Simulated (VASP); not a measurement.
Wanted: the native input for a VASP 6.6.1 run.

```yaml
Task: single point
Functional: PBE
Potentials_or_basis: VASP PAW PBE potentials, release 64 (Ta_pv)
Cutoff: 520 eV
k_mesh: 20 × 20 × 20
Occupations: gaussian, width 0.15 eV
Spin: no spin polarisation
Dipole_correction: no
Further_INCAR_settings: ALGO = Normal; EDIFF = 1e-06; NBANDS = 12
```

The structure of Ta lies in POSCAR:

```
Ta
1.0
   -1.5935267674      1.5935267674      1.6916880163
    1.5935267674     -1.5935267674      1.6916880163
    1.5935267674      1.5935267674     -1.6916880163
Ta
1
Direct
    0.0000000000      0.0000000000      0.0000000000
```

These files were run (other wordings do the same):

INCAR

```
ALGO = Normal ; EDIFF = 1E-6
ENCUT = 520 ; GGA = PE
ISIF = 2 ; ISMEAR = 0
LASPH = True ; LCHARG = False
LREAL = False ; LWAVE = False
NBANDS = 12 ; NELM = 100
PREC = Accurate ; SIGMA = 0.15
```

KPOINTS

```
k-points
0
Gamma
  20 20 20
```

Potentials or basis: VASP PAW PBE potentials, release 64 (Ta_pv).

The run is started by

```console
$ cat potpaw_PBE.64/Ta_pv/POTCAR > POTCAR
$ mpirun -np 1 vasp_std > vasp.out
```

It gave:

* Pressure: 14.3 GPa
* Band gap on the k mesh: zero (an odd number of electrons rules out a gap without spin polarisation)

Caveat: the stress differs along the axes, from 9 to 17 GPa; spin-orbit coupling is left out, which moves the levels of the heavy elements.

Wall time 2.6 min on 1 thread of Intel Xeon 8259CL, on a shared host, peak memory 0.25 GiB.
